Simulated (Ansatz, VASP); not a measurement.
**One calculation of Li2ZnO2, two programs**

```xyz
5
Lattice="3.2487 0.0000 0.0000 -1.6243 2.8134 0.0000 0.0000 0.0000 5.7149" Properties=species:S:1:pos:R:3 pbc="T T T"
Li    1.6243    0.9378    4.0663
Li    0.0000    1.8756    1.6486
Zn    0.0000    0.0000    0.0000
O     1.6243    0.9378    2.1396
O     0.0000    1.8756    3.5753
```

Change from the starting cell: species swapped into the Nd2SeO2 type (P-3m1, No. 164).

Alike in both runs: task relaxation of cell and atoms; functional PBE; k mesh 6 × 6 × 4; occupations gaussian, width 0.1 eV; no spin polarisation.

```csv
,VASP,Ansatz
version,VASP 6.6.1,Ansatz 0.2.0
potentials or method,"VASP PAW PBE potentials, release 64 (Li_sv, Zn, O), cutoff 600 eV","scalar-relativistic, plane waves, PAW"
valence electrons in the cell,30,30
```

|  | VASP | Ansatz | Ansatz less VASP |
| --- | --- | --- | --- |
| gap on the k mesh at the Fermi level, each at its own relaxed structure (eV) | 2.93 | 2.93 | -0.001 |
| relaxed volume (Å³/atom) | 8.94 | 8.96 | +0.022 |
| relaxed cell length with the largest relative difference (Å) | 5.174 | 5.183 | +0.0091 |

Noted on VASP's run: the cutoff is short for stress, so the pressure is rough.
